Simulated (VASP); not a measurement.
# B6P8C (a cell with a defect) in VASP: settings compared, part 2 of 2

VASP 6.6.1. Earlier steps stand in the parts before.

## (3) Single point, PBEsol, collinear spin

INCAR reads:

```
SYSTEM = B6P8C
ALGO = Normal ; EDIFF = 1E-6
ENCUT = 520 ; GGA = PS
GGA_COMPAT = .False. ; ISIF = 2
ISMEAR = -1 ; ISPIN = 2
LASPH = .True. ; LCHARG = .False.
LORBIT = 11 ; LREAL = .False.
LWAVE = .False. ; MAGMOM = 0 0 0 0 0 0 0.286 0.286 0.286 0.286 0.286 0 0.286 0 0.286
NBANDS = 48 ; NELM = 200
PREC = Accurate ; SIGMA = 0.05
```

KPOINTS reads:

```
k-points
0
Gamma
  2 2 2
  0 0 0
```

POSCAR reads:

```
B6P8C
1.0
    0.0000000000      4.5201890000      4.5201890000
    4.5201890000      0.0000000000      4.5201890000
    4.5201890000      4.5201890000      0.0000000000
B C P
6 1 8
Direct
    0.0033000000      0.9928090000      0.0018630000
    0.4972290000      0.5005440000      0.9977390000
    0.0017410000      0.4976230000      0.0020810000
    0.4971640000      0.9988070000      0.5010990000
    0.5024110000      0.0046670000      0.9997730000
    0.9966600000      0.4979870000      0.5046820000
    0.4972320000      0.5025500000      0.4981540000
    0.1211150000      0.1286920000      0.1267400000
    0.6256910000      0.6265040000      0.6207270000
    0.1309550000      0.1263920000      0.6250070000
    0.6241100000      0.6242690000      0.1291140000
    0.1262030000      0.6254900000      0.1271690000
    0.6255460000      0.1229180000      0.6210450000
    0.6167070000      0.1312270000      0.1306470000
    0.1168470000      0.6274960000      0.6316200000
```

Potentials or basis: VASP PAW PBE potentials, release 64 (B, C, P).

Run with:

```sh
cat potpaw_PBE.64/B/POTCAR potpaw_PBE.64/C/POTCAR potpaw_PBE.64/P/POTCAR > POTCAR
mpirun -np 1 vasp_std > vasp.out
```

OUTCAR:

```text
SYSTEM = B6P8C
   EDIFF = 1E-6
   ENCUT = 520
   GGA = PS
   ISIF = 2
   ISMEAR = -1
   ISPIN = 2
   LASPH = .True.
   LORBIT = 11
   LREAL = .False.
   NELM = 200
   PREC = Accurate

 ion  position               nearest neighbor table
   1  0.003  0.993  0.002-  12 1.92  10 1.97   8 1.98  14 2.02
   2  0.497  0.501  0.998-  14 1.93  12 1.94   9 1.97  11 1.99
   3  0.002  0.498  0.002-   8 1.93  15 1.93  12 1.97  11 1.97
   4  0.497  0.999  0.501-  10 1.91  14 1.93   9 1.94  13 1.94
   5  0.502  0.005  1.000-  14 1.94  13 1.98  11 1.99   8 1.99
   6  0.997  0.498  0.505-   9 1.94  10 1.94  15 1.97  12 1.97
   7  0.497  0.503  0.498-  11 1.93   9 1.96  13 1.98  15 1.99
   8  0.121  0.129  0.127-   3 1.93   1 1.98   5 1.99
   9  0.626  0.627  0.621-   6 1.94   4 1.94   7 1.96   2 1.97
  10  0.131  0.126  0.625-   4 1.91   6 1.94   1 1.97
  11  0.624  0.624  0.129-   7 1.93   3 1.97   5 1.99   2 1.99
  12  0.126  0.625  0.127-   1 1.92   2 1.94   3 1.97   6 1.97
[... 1001 lines left out ...]

  energy  without entropy=      -98.8492756208  energy(sigma->0) =      -98.86308656

 total charge

# of ion       s       p       d       tot
------------------------------------------
    1        0.658   1.258   0.000   1.916
    2        0.653   1.302   0.000   1.956
    3        0.661   1.290   0.000   1.951
    4        0.665   1.319   0.000   1.984
    5        0.655   1.250   0.000   1.905
    6        0.659   1.284   0.000   1.943
    7        0.844   1.475   0.000   2.319
    8        1.022   1.477   0.000   2.499
    9        0.986   1.527   0.000   2.513
   10        1.017   1.499   0.000   2.517
   11        0.985   1.515   0.000   2.500
   12        0.985   1.595   0.000   2.580
   13        1.025   1.437   0.000   2.462
   14        0.985   1.590   0.000   2.575
   15        1.025   1.442   0.000   2.468
--------------------------------------------------
tot         12.825  21.262   0.000  34.086

 magnetization (x)

# of ion       s       p       d       tot
------------------------------------------
    1        0.000  -0.000   0.000  -0.000
    2       -0.000  -0.000   0.000  -0.000
    3        0.000   0.000   0.000   0.000
    4       -0.000  -0.000   0.000  -0.000
    5        0.000   0.000   0.000   0.000
    6        0.000   0.000   0.000   0.000
    7        0.000   0.000   0.000   0.000
    8        0.000   0.000   0.000   0.000
    9        0.000   0.000   0.000   0.000
   10        0.000   0.000   0.000   0.000
   11        0.000  -0.000   0.000   0.000
   12       -0.000  -0.000   0.000  -0.000
   13        0.000   0.000   0.000   0.000
   14        0.000   0.000   0.000   0.000
   15        0.000   0.000   0.000   0.000
--------------------------------------------------
tot          0.000   0.000   0.000   0.000
```

stdout:

```text
POSCAR found type information on POSCAR B C P
 POSCAR found :  3 types and      15 ions
 scaLAPACK will be used
 -----------------------------------------------------------------------------
|                                                                             |
|                                                                             |
|     You enforced a specific xc type in the INCAR file but a different       |
|     I HOPE YOU KNOW WHAT YOU ARE DOING!                                     |
|                                                                             |
 -----------------------------------------------------------------------------

 LDA part: xc-table for (Slater+PW92), standard interpolation
 POSCAR, INCAR and KPOINTS ok, starting setup
 FFT: planning ... GRIDC
 FFT: planning ... GRID_SOFT
 FFT: planning ... GRID
 WAVECAR not read
 entering main loop
```

Wall time 2.7 min (1 thread of Intel Xeon Platinum 8488C (Sapphire Rapids), shared host); peak memory 0.44 GiB.

Results:

| Property | Result |
| --- | --- |
| Free energy | -98.8769 eV |
| Pressure | -3.8 GPa |
| Largest force | 1.327 eV/Å |
| Band gap on the k mesh | zero (filled and empty bands overlap) |
| Net moment | 0.00 μB per cell |
| Valence electrons inside the program's atomic spheres | B 1.92, 1.96, 1.95, 1.98, 1.91, 1.94; C 2.32; P 2.50, 2.51, 2.52, 2.58, 2.46, 2.47 (each value once) |

Forces on the atoms (eV/Å):
```
B    0.861 -0.619  0.410
B    0.395  0.293  0.256
B    0.323  0.223 -0.158
B    0.148 -0.222  0.193
B    0.116 -0.417 -0.582
B   -0.478  0.197  0.410
C    0.001  0.140 -0.822
P   -0.468  0.492 -0.248
P   -0.027 -0.057 -0.610
P    0.235 -0.221 -0.914
P    0.042 -0.345  0.205
P   -0.141 -0.105 -0.609
P    0.431  0.484  1.020
P   -1.232  0.397  0.294
P   -0.206 -0.241  1.156
```

Stress tensor (GPa, compression positive):
```
-3.78 -2.98  0.77
-2.98 -2.33 -0.25
 0.77 -0.25 -5.34
```

Caveat: the k points lie up to 0.60 Å⁻¹ apart, too coarse for converged energies and pressures of a metal; the PAW data sets were made with another functional, which shifts forces and pressure a little.

## (4) Single point, PBEsol+D4, collinear spin

INCAR reads:

```
SYSTEM = B6P8C
PREC = Accurate
ENCUT = 520
EDIFF = 1E-6
ISMEAR = -1
SIGMA = 0.05
LREAL = .FALSE.
LASPH = .TRUE.
NELM = 200
ALGO = Normal
ISIF = 2
LWAVE = .FALSE.
LCHARG = .TRUE.
ISPIN = 2
MAGMOM = 0 0 0 0 0 0 0.286 0.286 0.286 0.286 0.286 0 0.286 0 0.286
LORBIT = 11
GGA = PS
IVDW = 13
LELF = .TRUE.
LVHAR = .TRUE.
NBANDS = 48
GGA_COMPAT = .FALSE.
```

KPOINTS reads:

```
Automatic mesh
0
Gamma
  2 2 2
  0.5 0.5 0.5
```

POSCAR is that of step 3.

Run with:

```sh
cat potpaw_PBE.64/B/POTCAR potpaw_PBE.64/C/POTCAR potpaw_PBE.64/P/POTCAR > POTCAR
mpirun -np 1 vasp_std > vasp.out
```

Run time: 5.2 min. Hardware: 1 thread of Intel Xeon Platinum 8488C (Sapphire Rapids), shared host; peak memory 0.5 GiB.

It converged, with:

* Free energy: -102.6164 eV
* Pressure: -7.0 GPa
* Largest force: 1.413 eV/Å
* Band gap on the k mesh: zero (filled and empty bands overlap)
* Net moment: 0.00 μB per cell
* Valence electrons inside the program's atomic spheres: B 1.91, 1.95, 1.98, 1.90, 1.94 (each value once); C 2.31; P 2.49, 2.51, 2.57, 2.46 (each value once)
* Dispersion energy per atom: -0.194 eV

Forces in eV/Å, atoms in the order of the input:
```
B    0.850 -0.608  0.369
B    0.380  0.284  0.189
B    0.253  0.262 -0.140
B    0.211 -0.235  0.220
B    0.178 -0.474 -0.579
B   -0.517  0.258  0.419
C    0.011  0.132 -0.886
P   -0.298  0.594 -0.341
P   -0.124 -0.148 -0.672
P    0.085 -0.343 -0.990
P    0.131 -0.250  0.139
P   -0.065 -0.167 -0.542
P    0.234  0.576  1.149
P   -1.277  0.473  0.377
P   -0.052 -0.356  1.287
```

Stress tensor (GPa, compression positive):
```
-7.15 -2.39  0.68
-2.39 -5.76 -0.33
 0.68 -0.33 -8.22
```

Levels at points of the mesh, in eV from the Fermi level:
Spin up:
```tsv
k point	band 28	band 29	band 30	band 31	band 32	band 33	band 34	band 35
(0.25, 0.25, 0.25)	-1.89	-1.75	-0.55	0.14	0.37	0.74	1.10	1.22
```
Spin down:
```tsv
k point	band 27	band 28	band 29	band 30	band 31	band 32	band 33	band 34	band 35	band 36
(0.25, 0.25, 0.25)	-2.66	-1.89	-1.75	-0.55	0.14	0.37	0.74	1.10	1.22	1.99
```

Caveat: the k points lie up to 0.60 Å⁻¹ apart; the PAW data sets were made with another functional, which shifts forces and pressure a little.

## (5) Summary

```csv
level,k mesh,gap on the mesh (eV),pressure (GPa),moment (μB),largest force (eV/Å)
PBEsol,"2 × 2 × 2, shifted",none,-4.5,0.00,1.42
PBEsol,2 × 2 × 2,none,-3.8,0.00,1.33
PBEsol+D4,"2 × 2 × 2, shifted",none,-7.0,0.00,1.41
```

Alike in all rows: task single point; potentials or basis VASP PAW PBE potentials, release 64 (B, C, P); spin collinear; cell as given; cutoff (eV) 520; smearing fermi-dirac 0.05 eV.

Caveats: all runs use coarse meshes; the PAW data sets were made with another functional, which shifts forces and pressure a little.

Absolute energies hang on the potentials; compare differences alone.
